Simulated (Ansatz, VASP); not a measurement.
CaMg2: VASP beside Ansatz

```
CELL_PARAMETERS angstrom
3.46829 0.00000 0.00000
-1.73415 3.00363 0.00000
0.00000 0.00000 16.79852
ATOMIC_POSITIONS crystal
Ca 0.33333 0.66667 0.75000
Ca 0.66667 0.33333 0.25000
Mg 0.66667 0.33333 0.57906
Mg 0.33333 0.66667 0.07906
Mg 0.33333 0.66667 0.42094
Mg 0.66667 0.33333 0.92094
```

Alike in both runs: task single point; functional LDA; k mesh 6 × 6 × 1; occupations fermi-dirac, width 0.1 eV; no spin polarisation.

```csv
,VASP,Ansatz
version,VASP 6.6.1,Ansatz 0.2.0
potentials or method,"VASP PAW LDA potentials, release 64 (Ca_sv, Mg)","plane waves, PAW"
plane-wave cutoff (eV),600,420
valence electrons in the cell,28,60
```

```tsv
	VASP	Ansatz	Ansatz less VASP
pressure (GPa)	-1.9	-1.7	+0.20
traceless stress, the component that is largest in VASP (GPa)	-1.17	-1.11	+0.057
```

LDA's correlation is that of Perdew and Zunger in VASP and of Perdew and Wang (1992) in Ansatz. VASP's potentials hold 28 valence electrons a cell and Ansatz's 60, so a difference there can come from the potentials and not from the codes.

The k mesh is coarse, so the values compare programs but aren't converged.
